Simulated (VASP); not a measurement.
Wanted: the native input for a VASP 6.6.1 run.

```yaml
Task: single point
Functional: PBEsol
Potentials_or_basis: VASP PAW PBE potentials, release 64 (In_d, Se)
Cutoff: 500 eV
k_mesh: 6 × 6 × 6
Occupations: gaussian, width 0.01 eV
Spin: no spin polarisation
Dipole_correction: no
Further_INCAR_settings: ALGO = Normal; EDIFF = 1e-06; NBANDS = 27
```

The structure of InSe lies in POSCAR:

```
InSe
1.0
    5.8679031300     -2.0550000000      0.0000000000
    5.8679031300      2.0550000000      0.0000000000
   -1.5994149700      0.0000000000      4.3236525900
In Se
2 2
Direct
    0.8840000000      0.8840000000      0.0050000000
    0.1160000000      0.1160000000      0.9950000000
    0.6600000000      0.6600000000      0.6420000000
    0.3400000000      0.3400000000      0.3580000000
```

One way to write it, as run:

INCAR

```
SYSTEM = InSe
ALGO     = Normal         ! electronic algorithm
EDIFF    = 1E-6           ! SCF threshold, eV
ENCUT    = 500            ! plane-wave cutoff, eV
GGA      = PS             ! functional
GGA_COMPAT= .False.      
ISIF     = 2              ! what is computed and relaxed
ISMEAR   = 0              ! smearing method
LASPH    = .True.         ! aspherical terms in the spheres
LCHARG   = .False.        ! write CHGCAR
LREAL    = .False.        ! projectors in reciprocal space
LWAVE    = .False.        ! write WAVECAR
NBANDS   = 27             ! bands
NELM     = 120            ! most SCF steps
PREC     = Accurate       ! precision mode
SIGMA    = 0.01           ! smearing width, eV
```

KPOINTS

```
k-points
0
Gamma
  6 6 6
  0 0 0
```

Potentials or basis: VASP PAW PBE potentials, release 64 (In_d, Se).

Command:

```bash
$ cat potpaw_PBE.64/In_d/POTCAR potpaw_PBE.64/Se/POTCAR > POTCAR
$ mpirun -np 1 vasp_std > vasp.out
```

Results of the run:

```yaml
Pressure: -0.1 GPa
Largest_force: 0.702 eV/Å
Band_gap_on_the_k_mesh: 1.05 eV, indirect (least direct gap 1.29 eV)
```

Caveat: the PAW data sets were made with another functional, which shifts forces and pressure a little; spin-orbit coupling is left out, which moves the levels of the heavy elements.

Run time: 100 s on 1 thread of Intel(R) Xeon(R) 6975P-C (Granite Rapids), with other jobs on the host, peak memory 0.37 GiB.
